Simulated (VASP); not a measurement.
# BP (F-43m) in VASP: further runs

Aim: see how the results for BP move with the level of theory and the settings. Levels: HF, HSE06. Tasks: single point, relaxation of cell and atoms.

Everything below comes from runs of VASP 6.6.1. Logs are shortened: lines on timing, memory, paths and dates and some standing lists are left out, and cuts for length are marked.

## 1. The cell of the first run

Symmetry: F-43m, No. 216, cubic system. Conventional cell: a = 4.538 Å, b = 4.538 Å, c = 4.538 Å, α = 90.00°, β = 90.00°, γ = 90.00°. P (site symmetry -43m) has 4 B at 1.97 Å within 2.6 Å. B (site symmetry -43m) has 4 P at 1.97 Å within 2.6 Å.

## 2. Single point, HF

File POSCAR:

```
BP
1.0
    0.0000000000      2.2690000000      2.2690000000
    2.2690000000      0.0000000000      2.2690000000
    2.2690000000      2.2690000000      0.0000000000
P B
1 1
Direct
    0.7500000000      0.7500000000      0.7500000000
    0.0000000000      0.0000000000      0.0000000000
```

File INCAR.step1:

```
PREC = Accurate
ENCUT = 1000
EDIFF = 1E-5
ISMEAR = -1
SIGMA = 0.05
LREAL = False
LASPH = True
NELM = 120
ALGO = Normal
ISIF = 2
LWAVE = True
LCHARG = False
GGA = PE
NBANDS = 11
GGA_COMPAT = False
```

File INCAR.step2:

```
PREC = Accurate
ENCUT = 1000
EDIFF = 1E-6
ISMEAR = -1
SIGMA = 0.05
LREAL = False
LASPH = True
NELM = 120
ALGO = Normal
ISIF = 2
LWAVE = False
LCHARG = False
GGA = PE
LHFCALC = True
AEXX = 1.0
ALDAC = 0.0
AGGAC = 0.0
PRECFOCK = Normal
ISTART = 1
NBANDS = 11
GGA_COMPAT = False
```

File KPOINTS:

```
Automatic mesh
0
Gamma
  5 5 5
```

Potentials or basis: VASP PAW PBE potentials, release 64 (P, B_h).

Started as:

```sh
> cat potpaw_PBE.64/P/POTCAR potpaw_PBE.64/B_h/POTCAR > POTCAR
> cp INCAR.step1 INCAR
> mpirun -np 1 vasp_std > vasp.out
> cp INCAR.step2 INCAR
> mpirun -np 1 vasp_std > vasp.out
```

OUTCAR:

```text
PREC = Accurate
   ENCUT = 1000
   EDIFF = 1E-6
   ISMEAR = -1
   LREAL = False
   LASPH = True
   NELM = 120
   ISIF = 2
   GGA = PE
   LHFCALC = True
   AEXX = 1.0
   PRECFOCK = Normal
   ISTART = 1

 ion  position               nearest neighbor table
   1  0.750  0.750  0.750-   2 1.97   2 1.97   2 1.97   2 1.97
   2  0.000  0.000  0.000-   1 1.97   1 1.97   1 1.97   1 1.97

  LATTYP: Found a face centered cubic cell.
 ALAT       =     4.5380000000

  Lattice vectors:

 A1 = (   0.0000000000,   2.2690000000,   2.2690000000)
 A2 = (   2.2690000000,   0.0000000000,   2.2690000000)
 A3 = (   2.2690000000,   2.2690000000,   0.0000000000)

Analysis of symmetry for initial positions (statically):
=====================================================================
 Subroutine PRICEL returns:
 Original cell was already a primitive cell.

 Routine SETGRP: Setting up the symmetry group for a
 face centered cubic supercell.

 Subroutine GETGRP returns: Found 24 space group operations
 (whereof 24 operations were pure point group operations)
 out of a pool of 48 trial point group operations.

The static configuration has the point symmetry T_d .

Analysis of symmetry for dynamics (positions and initial velocities):
=====================================================================
 Subroutine PRICEL returns:
 Original cell was already a primitive cell.

 Routine SETGRP: Setting up the symmetry group for a
 face centered cubic supercell.

 Subroutine GETGRP returns: Found 24 space group operations
 (whereof 24 operations were pure point group operations)
 out of a pool of 48 trial point group operations.

The dynamic configuration has the point symmetry T_d .

 Subroutine INISYM returns: Found 24 space group operations
 (whereof 24 operations are pure point group operations),
 and found     1 'primitive' translations

----------------------------------------------------------------------------------------

                                     Primitive cell

  volume of cell :      23.3633

  direct lattice vectors                    reciprocal lattice vectors
     0.000000000  2.269000000  2.269000000    -0.220361393  0.220361393  0.220361393
     2.269000000  0.000000000  2.269000000     0.220361393 -0.220361393  0.220361393
     2.269000000  2.269000000  0.000000000     0.220361393  0.220361393 -0.220361393

  length of vectors
     3.208850573  3.208850573  3.208850573     0.381677128  0.381677128  0.381677128

[... 80 lines left out ...]
   ISMEAR =    -1;   SIGMA  =   0.05  broadening in eV -4-tet -1-fermi 0-gaus
   EFERMI_NEDOS =   21; number of points for ismear=-14 and -15
   IALGO  =     38    algorithm
   IMIX   =      1    mixing-type and parameters
     AMIX     =   0.40;   BMIX     =  1.00
     AMIX_MAG =   1.60;   BMIX_MAG =  1.00
  volume/ion in A,a.u.               =      11.68        78.83
  Fermi-wavevector in a.u.,A,eV,Ry     =   1.145320  2.164342 17.847562  1.311759
  Thomas-Fermi vector in A             =   2.282009
   LORBIT       =      0    0 simple, 1 ext, 2 COOP (PROOUT), +10 PAW based schemes
   GGA     = PE    functional components
   LHFCALC =     T    Hartree Fock is set to
   PRECFOCK=normal    Normal, Fast or Accurate (Low or Medium for compatibility)
   ENCUT4O =  -1.0   cutoff for four orbital integrals eV
   NKREDX  =     1    reduce k-point grid by
   NKREDY  =     1    reduce k-point grid by
   NKREDZ  =     1    reduce k-point grid by
   AEXX    =    1.0000 exact exchange contribution
   HFSCREEN=    0.0000 screening length (either q_TF or 0.3 A-1)
   HFSCREENC=   0.0000 screening length for correlation (either q_TF or 0.3 A-1)
   ENCUTFOCK=  -1.0 apply spherical cutoff to Coloumb kernel
   IVDW    =     0    specifies the selected vdW correction
   LEPSILON=     F    determine dielectric tensor
   LRPA    =     F    only Hartree local field effects (RPA)
 non-spin polarized calculation
  energy-cutoff  :     1000.00
  volume of cell :       23.36
 maximum number of plane-waves:      1692
 NGX is ok and might be reduce to    36
  NGX = 28; NGY = 28; NGZ = 28

 number of electron       8.0000000 magnetization

 Free energy of the ion-electron system (eV)
  ---------------------------------------------------
  ext. energy  EPLUGINS =         0.00000000
  ---------------------------------------------------
  free energy    TOTEN  =       -21.51417982 eV

  energy without entropy =      -21.51417982  energy(sigma->0) =      -21.51417982

 E-fermi :   6.8879     XC(G=0):   0.0000

 val. band max:        5.7630882052   @ k =   0.0000   0.0000   0.0000
 cond. band min:      13.8278856942   @ k =   0.4000   0.4000   0.0000
 fundamental gap:      8.0647974890
 Fermi energy:         6.8878503622

 k-point     1 :       0.0000    0.0000    0.0000
  band No.  band energies     occupation
      1     -15.8212      2.00000
      2       5.7631      2.00000
      3       5.7631      2.00000
      4       5.7631      2.00000
      5      16.7137      0.00000
      6      16.7137      0.00000
      7      16.7137      0.00000
      8      22.1636      0.00000
      9      25.6442      0.00000
     10      26.8479      0.00000
     11      26.8479      0.00000
[... 113 lines left out ...]
 k-point    10 :      -0.4000    0.4000    0.2000
  band No.  band energies     occupation
      1      -9.8983      2.00000
      2      -4.8903      2.00000
      3      -1.5863      2.00000
      4       0.2652      2.00000
      5      17.9875      0.00000
      6      19.1200      0.00000
      7      21.1096      0.00000
      8      25.9566      0.00000
      9      26.7304      0.00000
     10      30.2500      0.00000
     11      34.4366      0.00000

------------------------ aborting loop because EDIFF is reached ----------------------------------------

  FORCE on cell =-STRESS in cart. coord.  units (eV):
  Direction    XX          YY          ZZ          XY          YZ          ZX
  --------------------------------------------------------------------------------------
  -------------------------------------------------------------------------------------
  Total        0.5399153      0.5399153      0.5399153      0.0000000     -0.0000000      0.0000000
  in kB       37.0256557     37.0256557     37.0256557      0.0000000     -0.0000000      0.0000000
  external PRESSURE =      37.0256557 kB  Pullay stress =       0.0000000 kB

 VOLUME and BASIS-vectors are now :
 -----------------------------------------------------------------------------
  energy-cutoff  :     1000.00
  volume of cell :       23.36
      direct lattice vectors                 reciprocal lattice vectors
     0.000000000  2.269000000  2.269000000    -0.220361393  0.220361393  0.220361393
     2.269000000  0.000000000  2.269000000     0.220361393 -0.220361393  0.220361393
     2.269000000  2.269000000  0.000000000     0.220361393  0.220361393 -0.220361393

 POSITION                                       TOTAL-FORCE (eV/Angst)
 -----------------------------------------------------------------------------------
      3.40350      3.40350      3.40350        -0.000000     -0.000000     -0.000000
      0.00000      0.00000      0.00000         0.000000      0.000000      0.000000
 -----------------------------------------------------------------------------------
    total drift:                               -0.000000     -0.000000     -0.000000

  FREE ENERGIE OF THE ION-ELECTRON SYSTEM (eV)
  ---------------------------------------------------
  free  energy   TOTEN  =       -21.5141798215 eV

  energy  without entropy=      -21.5141798214  energy(sigma->0) =      -21.51417982
```

OUTCAR.step1:

```text
PREC = Accurate
   ENCUT = 1000
   EDIFF = 1E-5
   ISMEAR = -1
   LREAL = False
[... 345 lines left out ...]
      3.40350      3.40350      3.40350         0.000000      0.000000      0.000000
      0.00000      0.00000      0.00000        -0.000000     -0.000000     -0.000000
 -----------------------------------------------------------------------------------
    total drift:                                0.000000      0.000000      0.000000

  FREE ENERGIE OF THE ION-ELECTRON SYSTEM (eV)
  ---------------------------------------------------
  free  energy   TOTEN  =       -12.8805761827 eV

  energy  without entropy=      -12.8805757848  energy(sigma->0) =      -12.88057598
```

OSZICAR.step1:

```text
N       E                     dE             d eps       ncg     rms          rms(c)
DAV:   1     0.160353835435E+02    0.16035E+02   -0.50400E+03   220   0.101E+03
DAV:   2    -0.124117438632E+02   -0.28447E+02   -0.27389E+02   280   0.125E+02
DAV:   3    -0.135840651812E+02   -0.11723E+01   -0.11696E+01   295   0.245E+01
DAV:   4    -0.135907772183E+02   -0.67120E-02   -0.67108E-02   247   0.199E+00
DAV:   5    -0.135908313824E+02   -0.54164E-04   -0.54164E-04   270   0.178E-01    0.705E+00
DAV:   6    -0.129780866482E+02    0.61274E+00   -0.13845E+00   264   0.474E+00    0.367E+00
DAV:   7    -0.128868207546E+02    0.91266E-01   -0.28028E-01   274   0.280E+00    0.128E+00
DAV:   8    -0.128800257889E+02    0.67950E-02   -0.34767E-02   261   0.105E+00    0.225E-01
DAV:   9    -0.128804948835E+02   -0.46909E-03   -0.16788E-03   253   0.260E-01    0.670E-02
DAV:  10    -0.128805704865E+02   -0.75603E-04   -0.24137E-04   266   0.932E-02    0.298E-02
DAV:  11    -0.128805761827E+02   -0.56963E-05   -0.57302E-06   210   0.194E-02
   1 F= -.12880576E+02 E0= -.12880576E+02  d E =-.397946E-06
```

Wall time 6.4 min (1 thread of Intel Xeon Platinum 8375C at 2.90GHz (Ice Lake), shared host); peak memory 0.21 GiB.

Results:

```
Free energy            : -21.5142 eV
Pressure               : 3.7 GPa
Band gap on the k mesh : 8.06 eV (least direct gap 10.95 eV)
```

Levels at points of the mesh, in eV from the valence-band top:
```
           k point  band 1  band 2  band 3  band 4  band 5  band 6  band 7  band 8
(0.00, 0.00, 0.00)  -21.58    0.00    0.00    0.00   10.95   10.95   10.95   16.40
```

Caveat: the k points lie up to 0.48 Å⁻¹ apart; the PAW data sets were made with another functional, which shifts forces and pressure a little; an odd mesh through Γ misses points on the zone boundary, where band edges can lie.

## 3. Relaxation of cell and atoms, HSE06 (11.92 Å³/atom)

This run uses another cell than the first one, of 11.92 Å³/atom.

File POSCAR:

```
BP
1.0
    0.0000000000      2.2840269280      2.2840269280
    2.2840269280      0.0000000000      2.2840269280
    2.2840269280      2.2840269280      0.0000000000
P B
1 1
Direct
    0.7500000000      0.7500000000      0.7500000000
    0.0000000000      0.0000000000      0.0000000000
```

File INCAR.step1:

```
SYSTEM = BP
ISMEAR = 0
SIGMA = 0.03
LWAVE = .TRUE.
LCHARG = .FALSE.
PREC = Accurate
LASPH = .TRUE.
LREAL = .FALSE.
ALGO = Normal
EDIFF = 1E-5
NELM = 120
GGA_COMPAT = .FALSE.
ISIF = 2
ENCUT = 580
EFERMI = MIDGAP
GGA = PE
```

File INCAR.step2:

```
SYSTEM = BP
GGA = PE
LHFCALC = .TRUE.
HFSCREEN = 0.2
ISMEAR = 0
SIGMA = 0.03
LWAVE = .TRUE.
LCHARG = .FALSE.
NSW = 80
PREC = Accurate
LASPH = .TRUE.
LREAL = .FALSE.
ALGO = Normal
EDIFF = 1E-7
NELM = 120
GGA_COMPAT = .FALSE.
IBRION = 2
ISIF = 3
EDIFFG = -0.002
NELMIN = 4
ENCUT = 580
EFERMI = MIDGAP
PRECFOCK = Normal
```

File INCAR.step4:

```
SYSTEM = BP
GGA = PE
LHFCALC = .TRUE.
HFSCREEN = 0.2
ISMEAR = 0
SIGMA = 0.03
LWAVE = .FALSE.
LCHARG = .FALSE.
PREC = Accurate
LASPH = .TRUE.
LREAL = .FALSE.
ALGO = Normal
EDIFF = 1E-7
NELM = 120
GGA_COMPAT = .FALSE.
ISIF = 2
ENCUT = 580
EFERMI = MIDGAP
PRECFOCK = Normal
```

File KPOINTS:

```
Automatic mesh
0
Gamma
  6 6 6
  0 0 0
```

Potentials or basis: VASP PAW PBE potentials, release 64 (P, B).

Started as:

```sh
> cat potpaw_PBE.64/P/POTCAR potpaw_PBE.64/B/POTCAR > POTCAR
> cp INCAR.step1 INCAR
> cp POSCAR.step1 POSCAR
> mpirun -np 1 vasp_std > vasp.out
> cp INCAR.step2 INCAR
> mpirun -np 1 vasp_std > vasp.out
> cp CONTCAR POSCAR
> mpirun -np 1 vasp_std > vasp.out
> cp CONTCAR POSCAR
> cp INCAR.step4 INCAR
> mpirun -np 1 vasp_std > vasp.out
```

Run time: 27 min. Hardware: 1 thread of Intel Xeon Platinum 8259CL at 2.50GHz (Skylake/Cascade Lake), shared host; peak memory 0.26 GiB.

Results (log left out):

* Free energy: -14.8600 eV
* Relaxed volume: 11.54 Å³/atom
* Relaxed cell: a = 3.196 Å, b = 3.196 Å, c = 3.196 Å, α = 60.00°, β = 60.00°, γ = 60.00°
* Space group after relaxing (to 0.1 Å): F-43m (No. 216)
* Energy gained by relaxing: 6.1 meV/atom
* Ionic steps: 4
* Pressure after relaxing: 0.0 GPa
* Band gap on the k mesh: 2.06 eV (least direct gap 4.37 eV)

The path:
```tsv
step	energy change (eV)	largest force (eV/Å)	pressure (GPa)	volume (Å³)
1	0.0000	0.0000	-5.25	23.83
2	-0.0044	0.0000	4.63	22.51
3	-0.0125	0.0000	-0.01	23.09
4	-0.0122	0.0000	-0.01	23.09
```

Final structure:
```cif
data_structure
_symmetry_space_group_name_H-M 'P 1'
_symmetry_Int_Tables_number 1
_cell_length_a 3.1961
_cell_length_b 3.1961
_cell_length_c 3.1961
_cell_angle_alpha 60.000
_cell_angle_beta 60.000
_cell_angle_gamma 60.000
_cell_volume 23.09
loop_
_atom_site_label
_atom_site_type_symbol
_atom_site_fract_x
_atom_site_fract_y
_atom_site_fract_z
_atom_site_occupancy
P1 P 0.75000 0.75000 0.75000 1
B1 B 0.00000 0.00000 0.00000 1
```

Levels at points of the mesh, in eV from the valence-band top:
| k point | band 2 | band 3 | band 4 | band 5 | band 6 | band 7 |
| --- | --- | --- | --- | --- | --- | --- |
| (0.00, 0.00, 0.00) | 0.00 | 0.00 | 0.00 | 4.37 | 4.37 | 4.37 |
| (0.50, 0.00, 0.00) | -10.10 | -1.95 | -1.95 | 4.84 | 5.75 | 5.75 |
| (0.50, 0.50, 0.00) | -9.65 | -4.57 | -4.57 | 2.06 | 2.42 | 13.97 |

Caveat: the PAW data sets were made with another functional, which shifts forces and pressure a little.
